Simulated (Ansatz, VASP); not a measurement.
# AlN: VASP beside Ansatz

```
Al N
1.0
     3.08874    0.00000    0.00000
    -1.54437    2.67493    0.00000
     0.00000    0.00000    4.94377
Al N
2 2
Cartesian
  0.0000 1.7145 0.0075
  1.5444 0.9604 2.4794
  0.0000 1.8447 1.8958
  1.5444 0.8303 4.3677
```

Change from the starting cell: mode 5 frozen in at -0.069 Å, equal normal strain along x, y and z +0.0000.

Alike in both runs: task single point; functional LDA; k mesh 9 × 9 × 6; occupations gaussian, width 0.05 eV; no spin polarisation.

|  | VASP | Ansatz |
| --- | --- | --- |
| version | VASP 6.6.1 | Ansatz 0.2.0 |
| potentials or method | VASP PAW LDA potentials, release 64 (Al, N), cutoff 520 eV | scalar-relativistic, plane waves, PAW |
| valence electrons in the cell | 16 | 16 |

|  | VASP | Ansatz | Ansatz less VASP |
| --- | --- | --- | --- |
| gap on the k mesh at the Fermi level (eV) | 4.37 | 4.36 | -0.005 |
| least direct gap on the mesh (eV) | 4.37 | 4.36 | -0.005 |
| pressure (GPa) | 0.4 | -0.1 | -0.59 |
| traceless stress, the component that is largest in VASP (GPa) | 0.09 | 0.12 | +0.033 |
| rms of the force components (eV/Å) | 0.171 | 0.171 | +0.0002 |

LDA's correlation is that of Perdew and Zunger in VASP and of Perdew and Wang (1992) in Ansatz. Atom by atom the forces differ by 0.001 eV/Å (rms over components).
